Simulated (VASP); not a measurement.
PbO:

```xyz
4
Lattice="3.0477 0.0000 0.0000 -1.5239 2.6394 0.0000 0.0000 0.0000 4.9678" Properties=species:S:1:pos:R:3 pbc="T T T"
Pb    0.0000    0.0000    0.0000
Pb    0.0000    0.0000    2.4839
O     0.0000    1.7596    1.2419
O     1.5239    0.8798    3.7258
```

| Item | Value |
| --- | --- |
| Program | VASP 6.6.1 |
| Task | relaxation of cell and atoms |
| Functional | PBE |
| Potentials or basis | VASP PAW PBE potentials, release 64 (Pb_d, O) |
| Cutoff | 600 eV |
| k mesh | 12 × 12 × 6 |
| Occupations | fermi-dirac, width 0.02 eV |
| Spin | no spin polarisation |

At the start: pressure 221.1 GPa; volume 9.99 Å³/atom.

Problem. How do energy, volume and symmetry change on relaxing?

Solution. Over 10 steps the energy falls by 3375.0 meV/atom and the volume is 17.88 Å³/atom (+79.0 %); space group P6_3/mmc (No. 194, to 0.05 Å).

Step by step:
```csv
step,energy change (eV),largest force (eV/Å),pressure (GPa),volume (Å³)
1,0.0000,0.0000,221.15,39.96
2,6.7009,0.0000,-41.24,183.48
3,-12.7518,0.0000,-15.30,85.56
4,-13.3001,0.0000,-8.74,78.43
5,-13.4849,0.0000,0.23,71.74
6,-13.4841,0.0000,-0.97,72.51
7,-13.4964,0.0000,-0.94,72.26
8,-13.4984,0.0000,-0.94,72.11
9,-13.4990,0.0000,0.79,71.03
10,-13.5002,0.0000,-0.01,71.52
```

Final structure:
```
CELL_PARAMETERS angstrom
3.59604 0.00000 0.00000
-1.79802 3.11426 0.00000
0.00000 0.00000 6.38616
ATOMIC_POSITIONS crystal
Pb 0.00000 0.00000 0.00000
Pb 0.00000 0.00000 0.50000
O 0.33333 0.66667 0.25000
O 0.66667 0.33333 0.75000
```

Caveat: the volume moved by over 15 % at a fixed basis, so the end points are rough.
